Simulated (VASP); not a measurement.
# As3Se (P6/mmm) in VASP: single point with PBE

Aim: the single point of As3Se with PBE.

All numbers are computed with VASP 6.6.1; they aren't measurements. Logs are shortened: lines on timing, memory, paths and dates and some standing lists are left out, and cuts for length are marked.

### Step 1. The cell of the first run

The structure is hexagonal, space group P6/mmm (No. 191). Conventional cell: a = 4.911 Å, b = 4.911 Å, c = 5.145 Å, α = 90.00°, β = 90.00°, γ = 120.00°. Within 3.4 Å of As (site symmetry 6/mmm) lie 2 Se at 2.57 Å. As (site symmetry -6m2) has 3 As at 2.84 Å and 3 Se at 2.84 Å within 3.7 Å. Se (site symmetry 6/mmm) has 8 As at 2.57 to 2.84 Å within 3.4 Å.

### Step 2. Single point, PBE

File INCAR:

```
ALGO = Normal
EDIFF = 1E-6
ENCUT = 500
GGA = PE
GGA_COMPAT = F
ISIF = 2
ISMEAR = 0
LASPH = T
LCHARG = F
LREAL = F
LWAVE = F
NBANDS = 18
NELM = 120
PREC = Accurate
SIGMA = 0.2
```

File KPOINTS:

```
k-points
0
Gamma
  5 5 4
```

File POSCAR:

```
As3Se
1.0
    4.9106563490      0.0000000000      0.0000000000
   -2.4553281745      4.2527531475      0.0000000000
    0.0000000000      0.0000000000      5.1453731185
As Se
3 1
Direct
    0.0000000000      0.0000000000      0.5000000000
    0.3333333333      0.6666666667      0.0000000000
    0.6666666667      0.3333333333      0.0000000000
    0.0000000000      0.0000000000      0.0000000000
```

Potentials or basis: VASP PAW PBE potentials, release 64 (As, Se).

Launch:

```sh
> cat potpaw_PBE.64/As/POTCAR potpaw_PBE.64/Se/POTCAR > POTCAR
> mpirun -np 1 vasp_std > vasp.out
```

OUTCAR:

```text
EDIFF = 1E-6
   ENCUT = 500
   GGA = PE
   ISIF = 2
   ISMEAR = 0
   LASPH = T
   LREAL = F
   NELM = 120
   PREC = Accurate

 ion  position               nearest neighbor table
   1  0.000  0.000  0.500-   4 2.57   4 2.57
   2  0.333  0.667  0.000-   4 2.84   3 2.84   3 2.84   4 2.84   4 2.84   3 2.84
   3  0.667  0.333  0.000-   2 2.84   4 2.84   2 2.84   4 2.84   4 2.84   2 2.84
   4  0.000  0.000  0.000-   1 2.57   1 2.57   3 2.84   2 2.84   3 2.84   2 2.84   3 2.84   2 2.84

  LATTYP: Found a hexagonal cell.
 ALAT       =     4.9106563490
 C/A-ratio  =     1.0477974333

  Lattice vectors:

 A1 = (   4.9106563490,   0.0000000000,   0.0000000000)
 A2 = (  -2.4553281745,   4.2527531475,   0.0000000000)
 A3 = (   0.0000000000,   0.0000000000,   5.1453731185)

Analysis of symmetry for initial positions (statically):
=====================================================================
 Subroutine PRICEL returns:
 Original cell was already a primitive cell.

 Routine SETGRP: Setting up the symmetry group for a
 hexagonal supercell.

 Subroutine GETGRP returns: Found 24 space group operations
 (whereof 24 operations were pure point group operations)
 out of a pool of 24 trial point group operations.

The static configuration has the point symmetry D_6h.

Analysis of symmetry for dynamics (positions and initial velocities):
=====================================================================
 Subroutine PRICEL returns:
 Original cell was already a primitive cell.

 Routine SETGRP: Setting up the symmetry group for a
 hexagonal supercell.

 Subroutine GETGRP returns: Found 24 space group operations
 (whereof 24 operations were pure point group operations)
 out of a pool of 24 trial point group operations.

The dynamic configuration has the point symmetry D_6h.

 Subroutine INISYM returns: Found 24 space group operations
 (whereof 24 operations are pure point group operations),
 and found     1 'primitive' translations

----------------------------------------------------------------------------------------

                                     Primitive cell

  volume of cell :     107.4550

  direct lattice vectors                    reciprocal lattice vectors
     4.910656349  0.000000000  0.000000000     0.203638766  0.117570896  0.000000000
    -2.455328174  4.252753147  0.000000000     0.000000000  0.235141793  0.000000000
     0.000000000  0.000000000  5.145373119     0.000000000  0.000000000  0.194349365

  length of vectors
     4.910656349  4.910656349  5.145373119     0.235141793  0.235141793  0.194349365

  position of ions in fractional coordinates (direct lattice)
     0.000000000  0.000000000  0.500000000
     0.333333333  0.666666667  0.000000000
     0.666666667  0.333333333  0.000000000
     0.000000000  0.000000000  0.000000000

  ion indices of the primitive-cell ions
   primitive index   ion index
                 1           1
                 2           2
                 3           3
                 4           4

----------------------------------------------------------------------------------------

 KPOINTS: k-points

Automatic generation of k-mesh.
 Grid dimensions read from file:
 generate k-points for:    5    5    4

 Generating k-lattice:

  Cartesian coordinates                     Fractional coordinates (reciprocal lattice)
     0.040727753  0.023514179  0.000000000     0.200000000  0.000000000  0.000000000
     0.000000000  0.047028359  0.000000000     0.000000000  0.200000000  0.000000000
     0.000000000  0.000000000  0.048587341     0.000000000  0.000000000  0.250000000

  Length of vectors
     0.047028359  0.047028359  0.048587341

  Shift w.r.t. Gamma in fractional coordinates (k-lattice)
     0.000000000  0.000000000  0.000000000

 Subroutine IBZKPT returns following result:
 ===========================================

 Found     15 irreducible k-points:

 Following reciprocal coordinates:
            Coordinates               Weight
  0.000000  0.000000  0.000000      1.000000
  0.200000 -0.000000  0.000000      6.000000
  0.400000  0.000000  0.000000      6.000000
  0.200000  0.200000  0.000000      6.000000
  0.400000  0.200000  0.000000      6.000000
  0.000000  0.000000  0.250000      2.000000
  0.200000 -0.000000  0.250000     12.000000
  0.400000  0.000000  0.250000     12.000000
  0.200000  0.200000  0.250000     12.000000
  0.400000  0.200000  0.250000     12.000000
  0.000000  0.000000  0.500000      1.000000
  0.200000 -0.000000  0.500000      6.000000
  0.400000  0.000000  0.500000      6.000000
  0.200000  0.200000  0.500000      6.000000
  0.400000  0.200000  0.500000      6.000000
   k-points           NKPTS =     15   k-points in BZ     NKDIM =     15   number of bands    NBANDS=     18
   number of dos      NEDOS =    301   number of ions     NIONS =      4
   total plane-waves  NPLWV =  51840
   dimension x,y,z NGX =    36 NGY =   36 NGZ =   40
   dimension x,y,z NGXF=    72 NGYF=   72 NGZF=   80
   ions per type =               3   1
   NGX,Y,Z   is equivalent  to a cutoff of  12.19, 12.19, 12.92 a.u.
   NGXF,Y,Z  is equivalent  to a cutoff of  24.37, 24.37, 25.85 a.u.
 SYSTEM =  unknown system
   PREC   = accura    normal or accurate (medium, high low for compatibility)
   ISTART =      0    job   : 0-new  1-cont  2-samecut
   ICHARG =      2    charge: 1-file 2-atom 10-const
   ISPIN  =      1    spin polarized calculation?
   LNONCOLLINEAR =      F non collinear calculations
   LSORBIT =      F    spin-orbit coupling
   LASPH  =      T    aspherical Exc in radial PAW
   ENCUT  =  500.0 eV  36.75 Ry    6.06 a.u.   8.95  8.95  9.38*2*pi/ulx,y,z
   NELM   =    120;   NELMIN=  2; NELMDL= -5     # of ELM steps
   EDIFF  = 0.1E-05   stopping-criterion for ELM
   LREAL  =      F    real-space projection
   EDIFFG = 0.1E-04   stopping-criterion for IOM
   NSW    =      0    number of steps for IOM
   IBRION =     -1    ionic relax: 0-MD 1-quasi-New 2-CG
   NFREE  =      0    steps in history (QN), initial steepest desc. (CG)
   ISIF   =      2    stress and relaxation
   ISYM   =      2    0-nonsym 1-usesym 2-fastsym
   POTIM  = 0.5000    time-step for ionic-motion
   TEBEG  =    0.0;   TEEND  =   0.0 temperature during run
   PSTRESS=    0.0 pullay stress
   NELECT =      21.0000    total number of electrons
   NUPDOWN=      -1.0000    fix difference up-down
   EMIN   =  10.00;   EMAX   =-10.00  energy-range for DOS
   EFERMI =   0.00;   METHOD = LEGACY
   ISMEAR =     0;   SIGMA  =   0.20  broadening in eV -4-tet -1-fermi 0-gaus
   EFERMI_NEDOS =   21; number of points for ismear=-14 and -15
   IALGO  =     38    algorithm
   IMIX   =      4    mixing-type and parameters
     AMIX     =   0.40;   BMIX     =  1.00
     AMIX_MAG =   1.60;   BMIX_MAG =  1.00
  volume/ion in A,a.u.               =      26.86       181.29
  Fermi-wavevector in a.u.,A,eV,Ry     =   0.950034  1.795304 12.280132  0.902564
  Thomas-Fermi vector in A             =   2.078373
   LORBIT       =      0    0 simple, 1 ext, 2 COOP (PROOUT), +10 PAW based schemes
   GGA     = PE    functional components
   LHFCALC =     F    Hartree Fock is set to
   AEXX    =    0.0000 exact exchange contribution
   IVDW    =     0    specifies the selected vdW correction
   LEPSILON=     F    determine dielectric tensor
   LRPA    =     F    only Hartree local field effects (RPA)
 non-spin polarized calculation
 Gauss-broadening in eV      SIGMA  =   0.20
  energy-cutoff  :      500.00
  volume of cell :      107.45
 maximum number of plane-waves:      2747
 NGX is ok and might be reduce to    36
   NGX = 17   NGY = 17   NGZ = 19

 number of electron      20.9999999 magnetization

 Free energy of the ion-electron system (eV)
  ---------------------------------------------------
  ext. energy  EPLUGINS =         0.00000000
  ---------------------------------------------------
  free energy    TOTEN  =       -13.81700368 eV

  energy without entropy =      -13.71532144  energy(sigma->0) =      -13.76616256

 E-fermi :   3.1148     XC(G=0):  -8.9555

 val. band max:        3.0972681220   @ k =   0.2000   0.2000   0.0000
 cond. band min:       3.1157296668   @ k =   0.4000   0.0000   0.5000
 fundamental gap:      0.0184615448
 Fermi energy:         3.1148001153

 k-point     1 :       0.0000    0.0000    0.0000
  band No.  band energies     occupation
      1     -12.2978      2.00000
      2      -7.6312      2.00000
      3      -5.8395      2.00000
      4      -5.1180      2.00000
      5      -3.1125      2.00000
      6      -1.8399      2.00000
[... 10 lines left out ...]
     17       9.1589      0.00000
     18       9.1589      0.00000

 k-point     2 :       0.2000   -0.0000    0.0000
  band No.  band energies     occupation
      1     -12.0938      2.00000
      2      -7.9681      2.00000
      3      -5.9719      2.00000
      4      -5.7677      2.00000
      5      -2.9870      2.00000
      6      -2.5882      2.00000
[... 10 lines left out ...]
     17       8.5379      0.00000
     18       9.3295      0.00000

 k-point     3 :       0.4000    0.0000    0.0000
  band No.  band energies     occupation
      1     -11.6601      2.00000
      2      -8.6505      2.00000
      3      -6.7421      2.00000
      4      -5.8796      2.00000
      5      -3.1808      2.00000
      6      -2.7572      2.00000
[... 10 lines left out ...]
     17       8.7354      0.00000
     18       9.6449      0.00000

 k-point     4 :       0.2000    0.2000    0.0000
  band No.  band energies     occupation
      1     -11.7636      2.00000
      2      -8.3678      2.00000
      3      -6.8736      2.00000
      4      -5.9533      2.00000
      5      -2.8060      2.00000
      6      -1.7911      2.00000
[... 186 lines left out ...]
      4      -6.6164      2.00000
      5      -3.0400      2.00000
      6      -0.0673      2.00000
[... 10 lines left out ...]
     17      10.4552      0.00000
     18      10.5372      0.00000

 k-point    14 :       0.2000    0.2000    0.5000
  band No.  band energies     occupation
      1     -11.4963      2.00000
      2      -8.2356      2.00000
      3      -7.6896      2.00000
      4      -6.8357      2.00000
      5      -1.6175      2.00000
      6      -1.4889      2.00000
[... 10 lines left out ...]
     17       9.3924      0.00000
     18      11.4980      0.00000

 k-point    15 :       0.4000    0.2000    0.5000
  band No.  band energies     occupation
      1     -11.1926      2.00000
      2      -8.5259      2.00000
      3      -7.6467      2.00000
      4      -7.4946      2.00000
      5      -1.7882      2.00000
      6       0.0859      2.00000
[... 10 lines left out ...]
     17       9.6568      0.00000
     18      11.3810      0.00000

------------------------ aborting loop because EDIFF is reached ----------------------------------------

  FORCE on cell =-STRESS in cart. coord.  units (eV):
  Direction    XX          YY          ZZ          XY          YZ          ZX
  --------------------------------------------------------------------------------------
  -------------------------------------------------------------------------------------
  Total       -0.4161058     -0.4161058     -0.1662544      0.0000000      0.0000000      0.0000000
  in kB       -6.2042276     -6.2042276     -2.4788894      0.0000000      0.0000000      0.0000000
  external PRESSURE =      -4.9624482 kB  Pullay stress =       0.0000000 kB

 VOLUME and BASIS-vectors are now :
 -----------------------------------------------------------------------------
  energy-cutoff  :      500.00
  volume of cell :      107.45
      direct lattice vectors                 reciprocal lattice vectors
     4.910656349  0.000000000  0.000000000     0.203638766  0.117570896  0.000000000
    -2.455328174  4.252753147  0.000000000     0.000000000  0.235141793  0.000000000
     0.000000000  0.000000000  5.145373119     0.000000000  0.000000000  0.194349365

 POSITION                                       TOTAL-FORCE (eV/Angst)
 -----------------------------------------------------------------------------------
      0.00000      0.00000      2.57269        -0.000000      0.000000      0.000000
     -0.00000      2.83517      0.00000         0.000000     -0.000000      0.000000
      2.45533      1.41758      0.00000        -0.000000      0.000000     -0.000000
      0.00000      0.00000      0.00000        -0.000000      0.000000      0.000000
 -----------------------------------------------------------------------------------
    total drift:                               -0.000000      0.000000      0.000000

  FREE ENERGIE OF THE ION-ELECTRON SYSTEM (eV)
  ---------------------------------------------------
  free  energy   TOTEN  =       -13.8170036844 eV

  energy  without entropy=      -13.7153214432  energy(sigma->0) =      -13.76616256
```

Run time: 13 s. Hardware: 1 thread of Intel Xeon 6975P-C (Granite Rapids), shared host; peak memory 0.21 GiB.

Results:

| Quantity | Value |
| --- | --- |
| Free energy | -13.8170 eV |
| Pressure | -0.5 GPa |
